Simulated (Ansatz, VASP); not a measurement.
## BaY: VASP beside Ansatz

Contents of INCAR:

```
SYSTEM = BaY
PREC = Accurate ; ENCUT = 520
EDIFF = 1E-6 ; ISMEAR = -1
SIGMA = 0.05 ; LREAL = .False.
LASPH = .True. ; NELM = 80
ALGO = Normal ; ISIF = 2
LWAVE = .False. ; LCHARG = .False.
GGA = PE ; NBANDS = 18
```

KPOINTS

```
Automatic mesh
0
Gamma
  6 6 6
  0 0 0
```

Contents of POSCAR:

```
BaY
1.0
    4.2271272629      0.0000000000      0.0000000000
    0.0000000000      4.2271272629      0.0000000000
    0.0000000000      0.0000000000      4.4453853513
Ba Y
1 1
Direct
    0.0000000000      0.0000000000      0.0000000000
    0.5000000000      0.5000000000      0.5000000000
```

File input.yaml:

```yaml
crystal:
  lattice:
    - [4.2271272629, 0.0, 0.0]
    - [0.0, 4.2271272629, 0.0]
    - [0.0, 0.0, 4.4453853513]
  atoms:
    - { symbol: Ba, position: [0.0, 0.0, 0.0] }
    - { symbol: "Y", position: [0.5, 0.5, 0.5] }
kpoints:
  mp_grid: { grid: [6, 6, 6] }
scf:
  occupations: { method: fermi_dirac, width: 0.05 }
hamiltonian:
  xc: pbe
  pseudopotentials: { kind: all_electron, lapw: { basis_error: 0.0005 } }
output:
  forces: true
  stress: true
  eigenvalues: true
```

Change from the starting cell: volume scaled by 0.98.

Alike in both runs: task single point; functional PBE; k mesh 6 × 6 × 6; occupations fermi-dirac, width 0.05 eV; no spin polarisation.

```csv
,VASP,Ansatz
version,VASP 6.6.1,Ansatz 0.2.0
potentials or method,"VASP PAW PBE potentials, release 64 (Ba_sv, Y_sv), cutoff 520 eV","all-electron LAPW, scalar-relativistic"
```

```csv
,VASP,Ansatz,Ansatz less VASP
gap on the k mesh at the Fermi level (eV),none,none,-
pressure (GPa),1.9,1.7,-0.20
"traceless stress, the component that is largest in VASP (GPa)",-0.26,-0.30,-0.038
```

A gap of «none» marks a metal or a gap that the smearing closes. Ansatz ran all-electron here, and VASP with PAW potentials.

Spin-orbit coupling is off throughout.
